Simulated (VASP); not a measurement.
Cu5Mo: single point with PBE

Cu5Mo:

```
Cu Mo
1.0
     4.16207    0.00000    0.00000
    -2.08103    3.60446    0.00000
     0.00000    0.00000    5.11538
Cu Mo
5 1
Direct
  0.33333 0.66667 0.25460
  0.33333 0.66667 0.74540
  0.66667 0.33333 0.74540
  0.66667 0.33333 0.25460
  0.00000 0.00000 0.50000
  0.00000 0.00000 0.00000
```

```
Program             : VASP 6.6.1
Task                : single point
Functional          : PBE
Potentials or basis : VASP PAW PBE potentials, release 64 (Cu, Mo_sv)
Cutoff              : 600 eV
k mesh              : 4 × 4 × 3
Occupations         : gaussian, width 0.2 eV
Spin                : no spin polarisation
```

```json
{"Pressure": "1.0 GPa"}
```

Stress tensor (GPa, compression positive):
```
1.16 0.00 0.00
0.00 1.16 0.00
0.00 0.00 0.75
```

Levels at points of the mesh, in eV from the Fermi level:
```csv
k point,band 30,band 31,band 32,band 33,band 34,band 35,band 36,band 37,band 38,band 39
"(0.00, 0.00, 0.00)",-1.77,-1.50,-0.33,-0.33,0.18,0.97,0.97,2.58,5.04,5.04
"(0.50, 0.00, 0.00)",-1.71,-1.64,-0.46,-0.26,-0.11,0.06,0.74,0.77,0.91,0.95
```

Wall time 22 s on 1 thread of Intel(R) Xeon(R) 6975P-C (Granite Rapids), with other jobs on the host, peak memory 0.22 GiB.

Caveat: the k points lie up to 0.44 Å⁻¹ apart.
